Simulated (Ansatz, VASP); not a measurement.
Hf2Si: VASP beside Ansatz

Contents of POSCAR:

```
Hf2Si
1.0
   -3.2753522240      3.2753522240      2.5828233930
    3.2753522240     -3.2753522240      2.5828233930
    3.2753522240      3.2753522240     -2.5828233930
Hf Si
4 2
Direct
    0.8435136200      0.6564863800      0.5000000000
    0.3435136200      0.8435136200      0.1870272400
    0.1564863800      0.3435136200      0.5000000000
    0.6564863800      0.1564863800      0.8129727600
    0.7500000000      0.7500000000      0.0000000000
    0.2500000000      0.2500000000      0.0000000000
```

The input INCAR.step1:

```
ALGO = Normal ; EDIFF = 1E-4
ENCUT = 520 ; GGA = PE
ISMEAR = 0 ; LASPH = True
LCHARG = False ; LREAL = False
LWAVE = True ; NBANDS = 33
NELM = 60 ; PREC = Accurate
SIGMA = 0.1
```

INCAR.step2

```
ALGO = Normal ; EDIFF = 1E-6
ENCUT = 520 ; ISIF = 2
ISMEAR = 0 ; ISTART = 1
LASPH = True ; LCHARG = True
LELF = True ; LMIXTAU = True
LREAL = False ; LVHAR = True
LWAVE = False ; METAGGA = R2SCAN
NBANDS = 33 ; NELM = 60
PREC = Accurate ; SIGMA = 0.1
```

File KPOINTS:

```
k-points
0
Gamma
  10 10 10
```

Input for Ansatz:

```yaml
crystal:
  lattice:
    - [-3.275352224, 3.275352224, 2.582823393]
    - [3.275352224, -3.275352224, 2.582823393]
    - [3.275352224, 3.275352224, -2.582823393]
  atoms:
    - { symbol: Hf, position: [0.84351362, 0.65648638, 0.5] }
    - { symbol: Hf, position: [0.34351362, 0.84351362, 0.18702724] }
    - { symbol: Hf, position: [0.15648638, 0.34351362, 0.5] }
    - { symbol: Hf, position: [0.65648638, 0.15648638, 0.81297276] }
    - { symbol: Si, position: [0.75, 0.75, 0.0] }
    - { symbol: Si, position: [0.25, 0.25, 0.0] }
basis:
  ecutwfc: 700
kpoints:
  mp_grid: { grid: [10, 10, 10] }
hamiltonian:
  xc: r2scan
scf:
  occupations: { method: gaussian, width: 0.1 }
output:
  forces: true
  stress: true
  eigenvalues: true
  write_density: true
  write_potential: true
  elf: true
  volumetric_format: npy
```

Alike in both runs: task single point; functional r2SCAN; k mesh 10 × 10 × 10; occupations gaussian, width 0.1 eV; no spin polarisation.

|  | VASP | Ansatz |
| --- | --- | --- |
| version | VASP 6.6.1 | Ansatz 0.2.0 |
| potentials or method | VASP PAW PBE potentials, release 64 (Hf_pv, Si), cutoff 520 eV | scalar-relativistic, plane waves, PAW |
| valence electrons in the cell | 48 | 112 |

|  | VASP | Ansatz | Ansatz less VASP |
| --- | --- | --- | --- |
| gap on the k mesh at the Fermi level (eV) | none | none | - |
| pressure (GPa) | -0.1 | 0.5 | +0.54 |
| traceless stress, the component that is largest in VASP (GPa) | -0.17 | -0.13 | +0.041 |
| rms of the force components (eV/Å) | 0.000 | 0.006 | +0.0057 |

VASP's potentials were made for PBE, not for r2SCAN. Atom by atom the forces differ by 0.006 eV/Å (rms over components). A gap of «none» marks a metal or a gap that the smearing closes. VASP's potentials hold 48 valence electrons a cell and Ansatz's 112, so a difference there can come from the potentials and not from the codes.

Neither program's run includes spin-orbit coupling.
